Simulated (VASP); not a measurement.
Write the native input for VASP 6.6.1 that does the following.

* Task: single point
* Functional: PBE
* Potentials or basis: VASP PAW PBE potentials, release 64 (Nd, Nb_sv)
* Cutoff: 520 eV
* k mesh: 6 × 6 × 4
* Occupations: gaussian, width 0.1 eV
* Spin: no spin polarisation
* Dipole correction: no
* Further INCAR settings: ALGO = Normal; EDIFF = 1e-07; NBANDS = 20

The structure of NdNb lies in POSCAR:

```
NdNb
1.0
    3.3233392900      0.0000000000      0.0000000000
   -1.6616696400      2.8780962500      0.0000000000
    0.0000000000      0.0000000000      5.3854395400
Nd Nb
1 1
Direct
    0.3333333300      0.6666666700      0.0000000000
    0.0000000000      0.0000000000      0.5000000000
```

The input as run:

INCAR

```
SYSTEM = NdNb
PREC = Accurate ; ENCUT = 520
EDIFF = 1E-7 ; ISMEAR = 0
SIGMA = 0.1 ; LREAL = .False.
LASPH = .True. ; NELM = 60
ALGO = Normal ; ISIF = 2
LWAVE = .False. ; LCHARG = .False.
GGA = PE ; NBANDS = 20
```

KPOINTS

```
Automatic mesh
0
Gamma
  6 6 4
  0 0 0
```

Potentials or basis: VASP PAW PBE potentials, release 64 (Nd, Nb_sv).

Launch:

```bash
$ cat potpaw_PBE.64/Nd/POTCAR potpaw_PBE.64/Nb_sv/POTCAR > POTCAR
$ mpirun -np 1 vasp_std > vasp.out
```

It gave:

| Item | Value |
| --- | --- |
| Pressure | -11.8 GPa |

Caveat: the k points lie up to 0.36 Å⁻¹ apart.

Run time: 26 s on 1 thread of Intel(R) Xeon(R) 6975P-C (Granite Rapids), on a shared host, peak memory 0.19 GiB.
